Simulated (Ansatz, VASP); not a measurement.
Two plane-wave programs on CdSe

The input INCAR:

```
SYSTEM = CdSe
  ALGO = Normal
  EDIFF = 1E-6
  ENCUT = 520
  GGA = PE
  ISIF = 2
  ISMEAR = 0
  LASPH = .True.
  LCHARG = .False.
  LREAL = .False.
  LWAVE = .False.
  NBANDS = 16
  NELM = 100
  PREC = Accurate
  SIGMA = 0.02
```

The input KPOINTS:

```
k-points
0
Gamma
  10 10 10
  0 0 0
```

Contents of POSCAR:

```
CdSe
1.0
    0.0000000000      3.0753396206      3.0753396206
    3.0753396206      0.0000000000      3.0753396206
    3.0753396206      3.0753396206      0.0000000000
Cd Se
1 1
Direct
    0.0000000000      0.0000000000      0.0000000000
    0.7500000000      0.7500000000      0.7500000000
```

Input for Ansatz:

```yaml
crystal:
  lattice:
    - [0.0, 3.0753396206, 3.0753396206]
    - [3.0753396206, 0.0, 3.0753396206]
    - [3.0753396206, 3.0753396206, 0.0]
  atoms:
    - { symbol: Cd, position: [0.0, 0.0, 0.0] }
    - { symbol: Se, position: [0.75, 0.75, 0.75] }
basis:
  ecutwfc: 420
kpoints:
  mp_grid: { grid: [10, 10, 10] }
hamiltonian:
  xc: pbe
scf:
  occupations: { method: gaussian, width: 0.02 }
output:
  forces: true
  stress: true
  eigenvalues: true
```

Alike in both runs: task single point; functional PBE; k mesh 10 × 10 × 10; occupations gaussian, width 0.02 eV; no spin polarisation.

```csv
,VASP,Ansatz
version,VASP 6.6.1,Ansatz 0.2.0
potentials or method,"VASP PAW PBE potentials, release 64 (Cd, Se), cutoff 520 eV","scalar-relativistic, plane waves, PAW"
valence electrons in the cell,18,36
```

```tsv
	VASP	Ansatz	Ansatz less VASP
gap on the k mesh at the Fermi level (eV)	0.54	0.54	+0.001
least direct gap on the mesh (eV)	0.54	0.54	+0.001
pressure (GPa)	1.3	1.0	-0.28
```

The functional is the same, so the differences come from potentials, cutoffs and numerics. VASP's potentials hold 18 valence electrons a cell and Ansatz's 36, so a difference there can come from the potentials and not from the codes.
